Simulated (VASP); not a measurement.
Write the native input for VASP 6.6.1 that does the following.

```
Task                   : single point
Functional             : r2SCAN
Potentials or basis    : VASP PAW PBE potentials, release 64 (Al, As)
Cutoff                 : 550 eV
k mesh                 : 6 × 6 × 6
Occupations            : gaussian, width 0.01 eV
Spin                   : no spin polarisation
Dipole correction      : no
Further INCAR settings : ALGO = Normal; EDIFF = 1e-06; NBANDS = 11
```

The system is AlAs.

```
CELL_PARAMETERS angstrom
0.00000 2.78242 2.78242
2.78242 0.00000 2.78242
2.78242 2.78242 0.00000
ATOMIC_POSITIONS crystal
Al 0.00000 0.00000 0.00000
As 0.25000 0.25000 0.25000
```

One way to write it, as run:

POSCAR

```
AlAs
1.0
    0.0000000000      2.7824178492      2.7824178492
    2.7824178492      0.0000000000      2.7824178492
    2.7824178492      2.7824178492      0.0000000000
Al As
1 1
Direct
    0.0000000000      0.0000000000      0.0000000000
    0.2500000000      0.2500000000      0.2500000000
```

INCAR.step1

```
PREC     = Accurate       # precision mode
ENCUT    = 550            # plane-wave cutoff, eV
ISMEAR   = 0              # smearing method
SIGMA    = 0.01           # smearing width, eV
LREAL    = False          # projectors in reciprocal space
LASPH    = True           # aspherical terms in the spheres
NELM     = 120            # most SCF steps
NBANDS   = 11             # bands
GGA      = PE             # functional
ALGO     = Normal         # electronic algorithm
EDIFF    = 1E-5           # SCF threshold, eV
LWAVE    = True           # write WAVECAR
LCHARG   = False          # write CHGCAR
GGA_COMPAT= False
```

INCAR.step2

```
PREC     = Accurate       # precision mode
ENCUT    = 550            # plane-wave cutoff, eV
EDIFF    = 1E-6           # SCF threshold, eV
ISMEAR   = 0              # smearing method
SIGMA    = 0.01           # smearing width, eV
LREAL    = False          # projectors in reciprocal space
LASPH    = True           # aspherical terms in the spheres
NELM     = 120            # most SCF steps
ALGO     = Normal         # electronic algorithm
ISIF     = 2              # what is computed and relaxed
LWAVE    = False          # write WAVECAR
LCHARG   = False          # write CHGCAR
METAGGA  = R2SCAN         # meta-GGA
LMIXTAU  = True         
NBANDS   = 11             # bands
ISTART   = 1            
GGA_COMPAT= False
```

KPOINTS

```
regular mesh
0
Gamma
  6 6 6
```

Potentials or basis: VASP PAW PBE potentials, release 64 (Al, As).

Launch:

```console
$ cat potpaw_PBE.64/Al/POTCAR potpaw_PBE.64/As/POTCAR > POTCAR
$ cp INCAR.step1 INCAR
$ mpirun -np 1 vasp_std > vasp.out
$ cp INCAR.step2 INCAR
$ mpirun -np 1 vasp_std > vasp.out
```

It gave:

* Pressure: 5.2 GPa
* Band gap on the k mesh: 1.70 eV, indirect (least direct gap 3.16 eV)

Caveat: the PAW data sets were made with another functional, which shifts forces and pressure a little.

Run time: 27 s on 1 thread of AMD EPYC 9R45 96-Core Processor (Zen 5) (shared host), peak memory 0.14 GiB.
